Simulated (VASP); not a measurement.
Input of a VASP 6.6.1 run:

File INCAR:

```
SYSTEM = Li2S
PREC = Accurate
ENCUT = 750
EDIFF = 1E-6
ISMEAR = 0
SIGMA = 0.01
LREAL = .False.
LASPH = .True.
NELM = 120
ALGO = Normal
ISIF = 2
LWAVE = .False.
LCHARG = .False.
GGA = PE
NBANDS = 13
GGA_COMPAT = .False.
```

Contents of KPOINTS:

```
regular mesh
0
Gamma
  2 2 2
  0 0 0
```

The input POSCAR:

```
Li2S
1.0
    0.0000000000      2.8445000000      2.8445000000
    2.8445000000      0.0000000000      2.8445000000
    2.8445000000      2.8445000000      0.0000000000
Li S
2 1
Direct
    0.2500000000      0.2500000000      0.2500000000
    0.7500000000      0.7500000000      0.7500000000
    0.0000000000      0.0000000000      0.0000000000
```

Potentials or basis: VASP PAW PBE potentials, release 64 (Li_sv, S).

The run is started by

```console
$ cat potpaw_PBE.64/Li_sv/POTCAR potpaw_PBE.64/S/POTCAR > POTCAR
$ mpirun -np 1 vasp_std > vasp.out
```

**Question.** What does it give for the band gap on the k mesh?

**Answer.** 3.27 eV (least direct gap 4.22 eV).

**Question.** What does it give for the pressure?

**Answer.** 3.0 GPa.

Caveat: the k points lie up to 0.96 Å⁻¹ apart. A k mesh can miss the band edges.
